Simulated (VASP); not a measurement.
# AlB3P4 (I-42m) in VASP: notebook, part 2 of 2

VASP 6.6.1. The steps go on from the part before.

## Step 3: Relaxation of cell and atoms, PBE

This run uses another cell than the first one, of 13.83 Å³/atom.

Contents of INCAR:

```
PREC     = Accurate       # precision mode
ENCUT    = 600            # plane-wave cutoff, eV
EDIFF    = 1E-7           # SCF threshold, eV
ISMEAR   = 0              # smearing method
SIGMA    = 0.02           # smearing width, eV
LREAL    = False          # projectors in reciprocal space
LASPH    = True           # aspherical terms in the spheres
NELM     = 60             # most SCF steps
ALGO     = Normal         # electronic algorithm
ISIF     = 3              # what is computed and relaxed
LWAVE    = False          # write WAVECAR
LCHARG   = False          # write CHGCAR
GGA      = PE             # functional
IBRION   = 2              # ionic algorithm
NSW      = 100            # ionic steps
EDIFFG   = -0.01          # ionic threshold
```

Contents of KPOINTS:

```
regular mesh
0
Gamma
  8 8 8
```

Contents of POSCAR:

```
AlB3P4
1.0
   -2.4050635496      2.4050635496      4.7807232054
    2.4050635496     -2.4050635496      4.7807232054
    2.4050635496      2.4050635496     -4.7807232054
Al B P
1 3 4
Direct
    0.0000000000      0.0000000000      0.0000000000
    0.5000000000      0.5000000000      0.0000000000
    0.2500000000      0.7500000000      0.5000000000
    0.7500000000      0.2500000000      0.5000000000
    0.5881904745      0.5881904745      0.4455054520
    0.1426850226      0.1426850226      0.5544945480
    0.8573149774      0.4118095255      0.0000000000
    0.4118095255      0.8573149774      0.0000000000
```

Potentials or basis: VASP PAW PBE potentials, release 64 (Al, B, P).

Run with:

```sh
cat potpaw_PBE.64/Al/POTCAR potpaw_PBE.64/B/POTCAR potpaw_PBE.64/P/POTCAR > POTCAR
mpirun -np 1 vasp_std > vasp.out
```

OUTCAR:

```text
PREC = Accurate
   ENCUT = 600
   EDIFF = 1E-7
   ISMEAR = 0
   LREAL = False
   LASPH = True
   NELM = 60
   ISIF = 3
   GGA = PE
   IBRION = 2
   NSW = 100
   EDIFFG = -0.01

 ion  position               nearest neighbor table
   1  0.000  0.000  0.000-   6 2.28   5 2.28   8 2.28   7 2.28
   2  0.500  0.500  0.000-   6 1.99   7 1.99   8 1.99   5 1.99
   3  0.250  0.750  0.500-   5 2.04   8 2.04   7 2.04   6 2.04
   4  0.750  0.250  0.500-   5 2.04   7 2.04   8 2.04   6 2.04
   5  0.588  0.588  0.446-   2 1.99   3 2.04   4 2.04   1 2.28
   6  0.143  0.143  0.554-   2 1.99   3 2.04   4 2.04   1 2.28
   7  0.857  0.412  0.000-   2 1.99   3 2.04   4 2.04   1 2.28
   8  0.412  0.857  0.000-   2 1.99   4 2.04   3 2.04   1 2.28

  LATTYP: Found a body centered tetragonal cell.
 ALAT       =     4.8101270992
 C/A-ratio  =     1.9877741718

  Lattice vectors:

 A1 = (  -2.4050635496,   2.4050635496,   4.7807232054)
 A2 = (   2.4050635496,  -2.4050635496,   4.7807232054)
 A3 = (   2.4050635496,   2.4050635496,  -4.7807232054)

Analysis of symmetry for initial positions (statically):
=====================================================================
 Subroutine PRICEL returns:
 Original cell was already a primitive cell.

 Routine SETGRP: Setting up the symmetry group for a
 body centered tetragonal supercell.

 Subroutine GETGRP returns: Found  8 space group operations
 (whereof  8 operations were pure point group operations)
 out of a pool of 16 trial point group operations.

The static configuration has the point symmetry D_2d.

Analysis of symmetry for dynamics (positions and initial velocities):
=====================================================================
 Subroutine PRICEL returns:
 Original cell was already a primitive cell.
[... 143 lines left out ...]
  Thomas-Fermi vector in A             =   2.218785
   LORBIT       =      0    0 simple, 1 ext, 2 COOP (PROOUT), +10 PAW based schemes
   GGA     = PE    functional components
   LHFCALC =     F    Hartree Fock is set to
   AEXX    =    0.0000 exact exchange contribution
   IVDW    =     0    specifies the selected vdW correction
   LEPSILON=     F    determine dielectric tensor
   LRPA    =     F    only Hartree local field effects (RPA)
 conjugate gradient relaxation of ions
 non-spin polarized calculation
 Gauss-broadening in eV      SIGMA  =   0.02
  energy-cutoff  :      600.00
  volume of cell :      110.61
 maximum number of plane-waves:      3731
   NGX = 23   NGY = 23   NGZ = 23

--------------------------------------- Ionic step        1  -------------------------------------------

 number of electron      32.0000000 magnetization

 Free energy of the ion-electron system (eV)
  ---------------------------------------------------
  ext. energy  EPLUGINS =         0.00000000
  ---------------------------------------------------
  free energy    TOTEN  =       -47.60822761 eV

  energy without entropy =      -47.60822761  energy(sigma->0) =      -47.60822761

------------------------ aborting loop because EDIFF is reached ----------------------------------------

  FORCE on cell =-STRESS in cart. coord.  units (eV):
  Direction    XX          YY          ZZ          XY          YZ          ZX
  --------------------------------------------------------------------------------------
  -------------------------------------------------------------------------------------
  Total       -0.1477292     -0.1477292     -0.1484441      0.0000000     -0.0000000      0.0000000
  in kB       -2.1397848     -2.1397848     -2.1501397      0.0000000     -0.0000000      0.0000000
  external PRESSURE =      -2.1432365 kB  Pullay stress =       0.0000000 kB
[... 71 lines left out ...]
--------------------------------------- Ionic step        3  -------------------------------------------

 number of electron      32.0000000 magnetization

 Free energy of the ion-electron system (eV)
  ---------------------------------------------------
  ext. energy  EPLUGINS =         0.00000000
  ---------------------------------------------------
  free energy    TOTEN  =       -47.60835222 eV

  energy without entropy =      -47.60835222  energy(sigma->0) =      -47.60835222

 E-fermi :   6.8984     XC(G=0): -10.3692

 val. band max:        6.7614139696   @ k =   0.0000   0.0000   0.0000
 cond. band min:       7.6797323998   @ k =  -0.1250  -0.1250   0.1250
 fundamental gap:      0.9183184303
 Fermi energy:         6.8984315242

 k-point     1 :       0.0000    0.0000    0.0000
  band No.  band energies     occupation
      1      -7.7872      2.00000
      2      -3.7244      2.00000
      3      -3.4511      2.00000
      4      -3.4511      2.00000
      5      -1.7456      2.00000
      6      -1.3430      2.00000
[... 565 lines left out ...]
     20      10.6285      0.00000
     21      10.7624      0.00000

 [... further k-points ...]

------------------------ aborting loop because EDIFF is reached ----------------------------------------

  FORCE on cell =-STRESS in cart. coord.  units (eV):
  Direction    XX          YY          ZZ          XY          YZ          ZX
  --------------------------------------------------------------------------------------
  -------------------------------------------------------------------------------------
  Total        0.0039123      0.0039123      0.0045827      0.0000000      0.0000000      0.0000000
  in kB        0.0567602      0.0567602      0.0664875      0.0000000      0.0000000      0.0000000
  external PRESSURE =       0.0600027 kB  Pullay stress =       0.0000000 kB
[... 23 lines left out ...]
  FREE ENERGIE OF THE ION-ELECTRON SYSTEM (eV)
  ---------------------------------------------------
  free  energy   TOTEN  =       -47.6083522174 eV

  energy  without entropy=      -47.6083522174  energy(sigma->0) =      -47.60835222

 reached required accuracy - stopping structural energy minimisation
```

OSZICAR:

```text
N       E                     dE             d eps       ncg     rms          rms(c)
DAV:   1     0.115741087668E+03    0.11574E+03   -0.14700E+04  2478   0.146E+03
DAV:   2    -0.405237416424E+02   -0.15626E+03   -0.14841E+03  3286   0.222E+02
DAV:   3    -0.490792633269E+02   -0.85555E+01   -0.84325E+01  3171   0.518E+01
[... 25 lines left out ...]
DAV:   3    -0.476083549218E+02    0.10667E-04   -0.30983E-05  2828   0.239E-02    0.670E-03
DAV:   4    -0.476083537475E+02    0.11743E-05   -0.14864E-06  2998   0.684E-03    0.475E-03
DAV:   5    -0.476083526030E+02    0.11445E-05   -0.31053E-07  2244   0.308E-03    0.227E-03
DAV:   6    -0.476083523053E+02    0.29766E-06   -0.77516E-08  1794   0.149E-03    0.569E-04
DAV:   7    -0.476083522174E+02    0.87971E-07   -0.12450E-08  1634   0.722E-04
   3 F= -.47608352E+02 E0= -.47608352E+02  d E =-.124605E-03
```

CONTCAR:

```text
AlB3P4
   1.00000000000000
    -2.4037537657430770    2.4037537657430770    4.7781070517526656
     2.4037537657430770   -2.4037537657430770    4.7781070517526656
     2.4037537657430770    2.4037537657430770   -4.7781070517526656
  Al              B               P
     1     3     4
Direct
     0.0000000000000000    0.0000000000000000    0.0000000000000000
     0.5000000000000000    0.5000000000000000    0.0000000000000000
     0.2500000000000000    0.7500000000000000    0.5000000000000000
     0.7500000000000000    0.2500000000000000    0.5000000000000000
     0.5882185909881645    0.5882185909881645    0.4455392873911815
     0.1426793036969777    0.1426793036969777    0.5544607126088185
     0.8573206963030223    0.4117814090118355    0.0000000000000000
     0.4117814090118355    0.8573206963030223    0.0000000000000000

  0.00000000E+00  0.00000000E+00  0.00000000E+00
  0.00000000E+00  0.00000000E+00  0.00000000E+00
  0.00000000E+00  0.00000000E+00  0.00000000E+00
  0.00000000E+00  0.00000000E+00  0.00000000E+00
  0.00000000E+00  0.00000000E+00  0.00000000E+00
  0.00000000E+00  0.00000000E+00  0.00000000E+00
  0.00000000E+00  0.00000000E+00  0.00000000E+00
  0.00000000E+00  0.00000000E+00  0.00000000E+00
```

It took 4.9 min on 1 thread of Intel Xeon 6975P-C (Granite Rapids), shared host; peak memory 0.43 GiB.

Results:

```yaml
Free_energy: -47.6084 eV
Relaxed_volume: 13.80 Å³/atom
Relaxed_cell: a = 5.864 Å, b = 5.864 Å, c = 5.864 Å, α = 131.60°, β = 131.60°, γ = 70.86°
Space_group_after_relaxing_to_0.1_Å: I-42m (No. 121)
Energy_gained_by_relaxing: 0.0 meV/atom
Ionic_steps: 3
Pressure_after_relaxing: 0.0 GPa
Band_gap_on_the_k_mesh: 0.92 eV (least direct gap 0.94 eV)
```

Forces on the atoms (eV/Å):
```
Al   0.000  0.000  0.000
B    0.000  0.000  0.000
B    0.000  0.000  0.000
B    0.000  0.000  0.000
P   -0.001 -0.001 -0.002
P    0.001  0.001 -0.002
P    0.001 -0.001  0.002
P   -0.001  0.001  0.002
```

Step by step:
```csv
step,energy change (eV),largest force (eV/Å),pressure (GPa),volume (Å³)
1,0.0000,0.0053,-0.21,110.61
2,-0.0001,0.0071,0.15,110.32
3,-0.0001,0.0023,0.01,110.43
```

Final structure:
```cif
data_structure
_symmetry_space_group_name_H-M 'P 1'
_symmetry_Int_Tables_number 1
_cell_length_a 5.8640
_cell_length_b 5.8640
_cell_length_c 5.8640
_cell_angle_alpha 131.601
_cell_angle_beta 131.601
_cell_angle_gamma 70.860
_cell_volume 110.43
loop_
_atom_site_label
_atom_site_type_symbol
_atom_site_fract_x
_atom_site_fract_y
_atom_site_fract_z
_atom_site_occupancy
Al1 Al 0.00000 0.00000 0.00000 1
B1 B 0.50000 0.50000 0.00000 1
B2 B 0.25000 0.75000 0.50000 1
B3 B 0.75000 0.25000 0.50000 1
P1 P 0.58822 0.58822 0.44554 1
P2 P 0.14268 0.14268 0.55446 1
P3 P 0.85732 0.41178 0.00000 1
P4 P 0.41178 0.85732 0.00000 1
```

Levels at points of the mesh, in eV from the valence-band top:
| k point | band 14 | band 15 | band 16 | band 17 | band 18 | band 19 |
| --- | --- | --- | --- | --- | --- | --- |
| (0.00, 0.00, 0.00) | -0.29 | 0.00 | 0.00 | 0.94 | 1.13 | 3.16 |
| (0.50, 0.00, 0.00) | -2.38 | -1.87 | -1.56 | 2.99 | 3.15 | 3.65 |
| (0.50, 0.50, 0.00) | -1.76 | -0.92 | -0.90 | 2.32 | 2.98 | 3.15 |
| (0.50, 0.50, 0.50) | -2.85 | -1.67 | -1.67 | 1.33 | 1.45 | 1.45 |

A k mesh can miss the band edges.
